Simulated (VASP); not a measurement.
Write the native input for VASP 6.6.1 that does the following.

- Task: single point
- Functional: PBEsol
- Potentials or basis: VASP PAW PBE potentials, release 64 (Pb_d, S)
- Cutoff: 520 eV
- k mesh: 5 × 5 × 1
- Occupations: gaussian, width 0.01 eV
- Spin: no spin polarisation
- Dipole correction: no
- Further INCAR settings: ALGO = Normal; EDIFF = 1e-06; NBANDS = 28

The structure of PbS lies in POSCAR:

```
PbS
1.0
    2.9828240000     -2.9853070000      0.0000000000
    2.9828240000      2.9853070000      0.0000000000
   -2.0983280000      0.0000000000     22.2066720000
Pb S
2 2
Direct
    0.7325610000      0.7221170000      0.9356980000
    0.2778830000      0.2674390000      0.0643020000
    0.2459460000      0.2157900000      0.9443730000
    0.7842100000      0.7540540000      0.0556270000
```

The input as run:

INCAR

```
SYSTEM = PbS
  PREC = Accurate
  ENCUT = 520
  EDIFF = 1E-6
  ISMEAR = 0
  SIGMA = 0.01
  LREAL = .False.
  LASPH = .True.
  NELM = 80
  ALGO = Normal
  ISIF = 2
  LWAVE = .False.
  LCHARG = .True.
  GGA = PS
  LELF = .True.
  LVHAR = .True.
  NBANDS = 28
```

KPOINTS

```
regular mesh
0
Gamma
  5 5 1
  0 0 0
```

Potentials or basis: VASP PAW PBE potentials, release 64 (Pb_d, S).

Run with:

```console
$ cat potpaw_PBE.64/Pb_d/POTCAR potpaw_PBE.64/S/POTCAR > POTCAR
$ mpirun -np 1 vasp_std > vasp.out
```

It gave:

```
Largest force          : 0.160 eV/Å
Band gap on the k mesh : 1.67 eV, direct
```

Caveat: the PAW data sets were made with another functional, which shifts forces and pressure a little; spin-orbit coupling is left out, which moves the levels of the heavy elements.

Wall time 2.7 min on 1 thread of Intel(R) Xeon(R) Platinum 8488C (Sapphire Rapids), on a shared host, peak memory 0.44 GiB.
